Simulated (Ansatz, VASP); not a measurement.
NaSrCl3 in VASP and in Ansatz

```
CELL_PARAMETERS angstrom
5.65339 0.00000 0.00000
0.00000 5.65339 0.00000
0.00000 0.00000 5.62019
ATOMIC_POSITIONS crystal
Na 0.00000 0.00000 0.00000
Sr 0.50000 0.50000 0.50000
Cl 0.50000 0.50000 0.00000
Cl 0.50000 0.00000 0.50000
Cl 0.00000 0.50000 0.50000
```

Change from the starting cell: epitaxial_xy strain +0.5%.

Alike in both runs: task single point; functional r2SCAN; k mesh 4 × 4 × 4; no spin polarisation.

|  | VASP | Ansatz |
| --- | --- | --- |
| version | VASP 6.6.1 | Ansatz 0.2.0 |
| potentials or method | VASP PAW PBE potentials, release 64 (Na_pv, Sr_sv, Cl) | plane waves, PAW |
| plane-wave cutoff (eV) | 520 | 500 |
| occupations | gaussian, width 0.01 eV | fixed |
| valence electrons in the cell | 38 | 40 |

Ansatz gave:

* gap on the k mesh at the Fermi level (eV): 4.38
* pressure (GPa): -0.2
* traceless stress, the component that is largest in VASP (GPa): 0.19

**Question.** Estimate VASP's values.

**Answer.** gap on the k mesh at the Fermi level (eV): 4.38; pressure (GPa): -0.2; traceless stress, the component that is largest in VASP (GPa): 0.20.

VASP's potentials were made for PBE, not for r2SCAN. VASP's potentials hold 38 valence electrons a cell and Ansatz's 40, so a difference there can come from the potentials and not from the codes.
